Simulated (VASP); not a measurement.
# Li (Im-3m) in VASP: a series of runs, part 2 of 2

VASP 6.6.1. Earlier steps stand in the parts before.

## (4) Electric field gradients, LDA (21.87 Å³/atom)

This run uses another cell than the first one, of 21.87 Å³/atom.

File INCAR:

```
SYSTEM = Li
PREC = Accurate
ENCUT = 520
EDIFF = 1E-8
ISMEAR = -1
SIGMA = 0.05
LREAL = .False.
LASPH = .True.
NELM = 80
ALGO = Normal
ISIF = 2
LWAVE = .False.
LCHARG = .False.
GGA = CA
LEFG = .True.
NBANDS = 8
```

File KPOINTS:

```
Automatic mesh
0
Gamma
  13 13 13
  0 0 0
```

File POSCAR:

```
Li
1.0
   -1.7615897417      1.7615897417      1.7615897417
    1.7615897417     -1.7615897417      1.7615897417
    1.7615897417      1.7615897417     -1.7615897417
Li
1
Direct
    0.0000000000      0.0000000000      0.0000000000
```

Potentials or basis: VASP PAW LDA potentials, release 64 (Li_sv).

Launch:

```bash
$ cat potpaw_LDA.64/Li_sv/POTCAR > POTCAR
$ mpirun -np 1 vasp_std > vasp.out
```

OUTCAR:

```text
SYSTEM = Li
   PREC = Accurate
   ENCUT = 520
   EDIFF = 1E-8
   ISMEAR = -1
   LREAL = .False.
   LASPH = .True.
   NELM = 80
   ISIF = 2
   GGA = CA

 ion  position               nearest neighbor table
   1  0.000  0.000  0.000-

  LATTYP: Found a body centered cubic cell.
 ALAT       =     3.5231794834

  Lattice vectors:

 A1 = (  -1.7615897417,   1.7615897417,   1.7615897417)
 A2 = (   1.7615897417,  -1.7615897417,   1.7615897417)
 A3 = (   1.7615897417,   1.7615897417,  -1.7615897417)

[... 467 lines left out ...]
    total drift:                                0.000000      0.000000     -0.000000

  FREE ENERGIE OF THE ION-ELECTRON SYSTEM (eV)
  ---------------------------------------------------
  free  energy   TOTEN  =        -2.0311072758 eV

  energy  without entropy=       -2.0272492595  energy(sigma->0) =       -2.02917827

 Electric field gradients (V/A^2)
---------------------------------------------------------------------
 ion       V_xx      V_yy      V_zz      V_xy      V_xz      V_yz
---------------------------------------------------------------------
   1      -0.000     0.000     0.000     0.002     0.002     0.002
---------------------------------------------------------------------

 Electric field gradients after diagonalization (V/A^2)
 (convention: |V_zz| > |V_xx| > |V_yy|)
----------------------------------------------------------------------
 ion       V_xx      V_yy      V_zz     asymmetry (V_yy - V_xx)/ V_zz
----------------------------------------------------------------------
   1      -0.002    -0.002     0.005       0.000
----------------------------------------------------------------------

           NMR quadrupolar parameters

 Cq : quadrupolar parameter    Cq=e*Q*V_zz/h
 eta: asymmetry parameters     (V_yy - V_xx)/ V_zz
 Q  : nuclear electric quadrupole moment in mb (millibarn)
----------------------------------------------------------------------
 ion       Cq(MHz)       eta       Q (mb)
----------------------------------------------------------------------
   1       0.000       0.000       1.000
----------------------------------------------------------------------
```

OSZICAR:

```text
N       E                     dE             d eps       ncg     rms          rms(c)
DAV:   1    -0.220487965037E+00   -0.22049E+00   -0.69354E+02  1344   0.252E+02
DAV:   2    -0.201281153978E+01   -0.17923E+01   -0.17398E+01  1952   0.345E+01
DAV:   3    -0.203249165774E+01   -0.19680E-01   -0.19677E-01  1512   0.305E+00
DAV:   4    -0.203275526196E+01   -0.26360E-03   -0.26360E-03  2032   0.308E-01
DAV:   5    -0.203275568329E+01   -0.42132E-06   -0.42130E-06  1552   0.115E-02    0.264E-01
DAV:   6    -0.203165837983E+01    0.10973E-02   -0.35979E-04  2336   0.770E-02    0.148E-01
DAV:   7    -0.203110510896E+01    0.55327E-03   -0.76147E-04  2240   0.117E-01    0.260E-02
DAV:   8    -0.203110710582E+01   -0.19969E-05   -0.11989E-05  1504   0.283E-02    0.119E-03
DAV:   9    -0.203110725542E+01   -0.14959E-06   -0.25563E-07  2008   0.402E-03    0.440E-04
DAV:  10    -0.203110728002E+01   -0.24605E-07   -0.40097E-08  1536   0.108E-03    0.203E-04
DAV:  11    -0.203110727584E+01    0.41852E-08   -0.23819E-09   784   0.313E-04
   1 F= -.20311073E+01 E0= -.20291783E+01  d E =-.385802E-02
```

It took 13 s on 1 thread of Intel Xeon Platinum 8375C at 2.90GHz (Ice Lake), shared host; peak memory 0.12 GiB.

What came out:

```yaml
Free_energy: -2.0311 eV
Band_gap_on_the_k_mesh: zero (an odd number of electrons rules out a gap without spin polarisation)
Largest_electric_field_gradient_by_atom: zero within the noise of the run
```

Levels at points of the mesh, in eV from the Fermi level:
| k point | band 1 | band 2 | band 3 | band 4 | band 5 |
| --- | --- | --- | --- | --- | --- |
| (0.00, 0.00, 0.00) | -45.82 | -3.46 | 13.52 | 13.52 | 13.52 |

Caveat: the cutoff is under 1.25 times the usual one of these potentials, so pressure, stress and relaxed cells hold a basis-set (Pulay) error.

## (5) Electric field gradients, LDA (21.87 Å³/atom)

This run uses another cell than the first one, of 21.87 Å³/atom.

File INCAR:

```
  PREC = Accurate
  ENCUT = 520
  EDIFF = 1E-8
  ISMEAR = -1
  SIGMA = 0.05
  LREAL = False
  LASPH = True
  NELM = 60
  ALGO = Normal
  ISIF = 2
  LWAVE = False
  LCHARG = False
  LEFG = True
  NBANDS = 8
```

File KPOINTS:

```
regular mesh
0
Gamma
  13 13 13
```

POSCAR is that of step 4.

Potentials or basis: VASP PAW LDA potentials, release 64 (Li_sv).

Launch:

```bash
$ cat potpaw_LDA.64/Li_sv/POTCAR > POTCAR
$ mpirun -np 1 vasp_std > vasp.out
```

OUTCAR:

```text
PREC = Accurate
   ENCUT = 520
   EDIFF = 1E-8
   ISMEAR = -1
   LREAL = False
   LASPH = True
   NELM = 60
   ISIF = 2

 ion  position               nearest neighbor table
   1  0.000  0.000  0.000-

  LATTYP: Found a body centered cubic cell.
 ALAT       =     3.5231794834

  Lattice vectors:

 A1 = (  -1.7615897417,   1.7615897417,   1.7615897417)
 A2 = (   1.7615897417,  -1.7615897417,   1.7615897417)
 A3 = (   1.7615897417,   1.7615897417,  -1.7615897417)

Analysis of symmetry for initial positions (statically):
=====================================================================
 Subroutine PRICEL returns:
 Original cell was already a primitive cell.

 Routine SETGRP: Setting up the symmetry group for a
 body centered cubic supercell.

 Subroutine GETGRP returns: Found 48 space group operations
 (whereof 48 operations were pure point group operations)
 out of a pool of 48 trial point group operations.

The static configuration has the point symmetry O_h .

Analysis of symmetry for dynamics (positions and initial velocities):
=====================================================================
 Subroutine PRICEL returns:
 Original cell was already a primitive cell.

 Routine SETGRP: Setting up the symmetry group for a
 body centered cubic supercell.

 Subroutine GETGRP returns: Found 48 space group operations
 (whereof 48 operations were pure point group operations)
 out of a pool of 48 trial point group operations.

The dynamic configuration has the point symmetry O_h .

[... 151 lines left out ...]
  band No.  band energies     occupation
      1     -45.3703      2.00000
      2      -3.0048      2.00000
      3      13.9770      0.00000
      4      13.9770      0.00000
      5      13.9770      0.00000
      6      18.8363      0.00000
      7      18.8363      0.00000
      8      18.8363      0.00000
[... 243 lines left out ...]
 k-point    24 :       0.2308    0.0769    0.0769
  band No.  band energies     occupation
      1     -45.3587      2.00000
      2      -1.0795      2.00000
      3       7.0634      0.00000
      4       9.8636      0.00000
      5      10.1860      0.00000
      6      16.7551      0.00000
      7      17.3185      0.00000
      8      20.3493      0.00000

 [... further k-points ...]

------------------------ aborting loop because EDIFF is reached ----------------------------------------

  FORCE on cell =-STRESS in cart. coord.  units (eV):
  Direction    XX          YY          ZZ          XY          YZ          ZX
  --------------------------------------------------------------------------------------
  -------------------------------------------------------------------------------------
  Total       -0.2420204     -0.2420204     -0.2420204      0.0000000      0.0000000      0.0000000
  in kB      -17.7332479    -17.7332479    -17.7332479      0.0000000      0.0000000      0.0000000
  external PRESSURE =     -17.7332479 kB  Pullay stress =       0.0000000 kB

 VOLUME and BASIS-vectors are now :
 -----------------------------------------------------------------------------
  energy-cutoff  :      520.00
  volume of cell :       21.87
      direct lattice vectors                 reciprocal lattice vectors
    -1.761589742  1.761589742  1.761589742     0.000000000  0.283834532  0.283834532
     1.761589742 -1.761589742  1.761589742     0.283834532  0.000000000  0.283834532
     1.761589742  1.761589742 -1.761589742     0.283834532  0.283834532  0.000000000

 POSITION                                       TOTAL-FORCE (eV/Angst)
 -----------------------------------------------------------------------------------
      0.00000      0.00000      0.00000         0.000000      0.000000     -0.000000
 -----------------------------------------------------------------------------------
    total drift:                                0.000000      0.000000     -0.000000

  FREE ENERGIE OF THE ION-ELECTRON SYSTEM (eV)
  ---------------------------------------------------
  free  energy   TOTEN  =        -2.0311072758 eV

  energy  without entropy=       -2.0272492595  energy(sigma->0) =       -2.02917827

 Electric field gradients (V/A^2)
---------------------------------------------------------------------
 ion       V_xx      V_yy      V_zz      V_xy      V_xz      V_yz
---------------------------------------------------------------------
   1      -0.000     0.000     0.000     0.002     0.002     0.002
---------------------------------------------------------------------

 Electric field gradients after diagonalization (V/A^2)
 (convention: |V_zz| > |V_xx| > |V_yy|)
----------------------------------------------------------------------
 ion       V_xx      V_yy      V_zz     asymmetry (V_yy - V_xx)/ V_zz
----------------------------------------------------------------------
   1      -0.002    -0.002     0.005       0.000
----------------------------------------------------------------------

           NMR quadrupolar parameters

 Cq : quadrupolar parameter    Cq=e*Q*V_zz/h
 eta: asymmetry parameters     (V_yy - V_xx)/ V_zz
 Q  : nuclear electric quadrupole moment in mb (millibarn)
----------------------------------------------------------------------
 ion       Cq(MHz)       eta       Q (mb)
----------------------------------------------------------------------
   1       0.000       0.000       1.000
----------------------------------------------------------------------
```

OSZICAR:

```text
N       E                     dE             d eps       ncg     rms          rms(c)
DAV:   1    -0.220487965037E+00   -0.22049E+00   -0.69354E+02  1344   0.252E+02
DAV:   2    -0.201281153978E+01   -0.17923E+01   -0.17398E+01  1952   0.345E+01
DAV:   3    -0.203249165774E+01   -0.19680E-01   -0.19677E-01  1512   0.305E+00
DAV:   4    -0.203275526196E+01   -0.26360E-03   -0.26360E-03  2032   0.308E-01
DAV:   5    -0.203275568329E+01   -0.42132E-06   -0.42130E-06  1552   0.115E-02    0.264E-01
DAV:   6    -0.203165837983E+01    0.10973E-02   -0.35979E-04  2336   0.770E-02    0.148E-01
DAV:   7    -0.203110510896E+01    0.55327E-03   -0.76147E-04  2240   0.117E-01    0.260E-02
DAV:   8    -0.203110710582E+01   -0.19969E-05   -0.11989E-05  1504   0.283E-02    0.119E-03
DAV:   9    -0.203110725542E+01   -0.14959E-06   -0.25563E-07  2008   0.402E-03    0.440E-04
DAV:  10    -0.203110728002E+01   -0.24605E-07   -0.40097E-08  1536   0.108E-03    0.203E-04
DAV:  11    -0.203110727584E+01    0.41852E-08   -0.23819E-09   784   0.313E-04
   1 F= -.20311073E+01 E0= -.20291783E+01  d E =-.385802E-02
```

stdout:

```text
POSCAR found type information on POSCAR Li
 POSCAR found :  1 types and       1 ions
 scaLAPACK will be used
 LDA part: xc-table for (Slater(with rela. corr.)+CA(PZ))
 , standard interpolation
 POSCAR, INCAR and KPOINTS ok, starting setup
 FFT: planning ... GRIDC
 FFT: planning ... GRID_SOFT
 FFT: planning ... GRID
 WAVECAR not read
 entering main loop
ion   1
```

It took 13 s on 1 thread of Intel Xeon Platinum 8375C at 2.90GHz (Ice Lake), shared host; peak memory 0.12 GiB.

Results:

- Free energy: -2.0311 eV
- Band gap on the k mesh: zero (an odd number of electrons rules out a gap without spin polarisation)
- Largest electric field gradient by atom: zero within the noise of the run

Caveat: the cutoff is under 1.25 times the usual one of these potentials, so pressure, stress and relaxed cells hold a basis-set (Pulay) error.
